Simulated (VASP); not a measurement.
Set up this calculation in VASP 6.6.1, as the native input.

* Task: dielectric tensor
* Functional: PBE
* Potentials or basis: VASP PAW PBE potentials, release 64 (Na_pv, Cl)
* Cutoff: 520 eV
* k mesh: 6 × 6 × 6
* Occupations: gaussian, width 0.01 eV
* Spin: no spin polarisation
* Dipole correction: no
* Further INCAR settings: ALGO = Normal; EDIFF = 1e-08

The structure of NaCl lies in POSCAR:

```
NaCl
1.0
    3.4595452951      0.0000000000      0.0000000000
    0.0000000000      3.4595452951      0.0000000000
    0.0000000000      0.0000000000      3.4595452951
Na Cl
1 1
Direct
    0.0000000000      0.0000000000      0.0000000000
    0.5000000000      0.5000000000      0.5000000000
```

One way to write it, as run:

INCAR

```
SYSTEM = NaCl
PREC     = Accurate       ! precision mode
ENCUT    = 520            ! plane-wave cutoff, eV
EDIFF    = 1E-8           ! SCF threshold, eV
ISMEAR   = 0              ! smearing method
SIGMA    = 0.01           ! smearing width, eV
LREAL    = .False.        ! projectors in reciprocal space
LASPH    = .True.         ! aspherical terms in the spheres
NELM     = 100            ! most SCF steps
ALGO     = Normal         ! electronic algorithm
ISIF     = 2              ! what is computed and relaxed
LWAVE    = .False.        ! write WAVECAR
LCHARG   = .False.        ! write CHGCAR
GGA      = PE             ! functional
LEPSILON = .True.         ! dielectric tensor by DFPT
```

KPOINTS

```
Automatic mesh
0
Gamma
  6 6 6
  0 0 0
```

Potentials or basis: VASP PAW PBE potentials, release 64 (Na_pv, Cl).

The run is started by

```console
$ cat potpaw_PBE.64/Na_pv/POTCAR potpaw_PBE.64/Cl/POTCAR > POTCAR
$ mpirun -np 1 vasp_std > vasp.out
```

It gave:

```json
{"Band gap on the k mesh": "4.10 eV (least direct gap 4.63 eV)", "Electronic dielectric tensor (diagonal)": "2.75", "Born charges (mean of the diagonal)": "Na +1.19; Cl -1.19 e"}
```

Run time: 3.4 min on 1 thread of Intel Xeon 8259CL, on a shared host, peak memory 0.18 GiB.
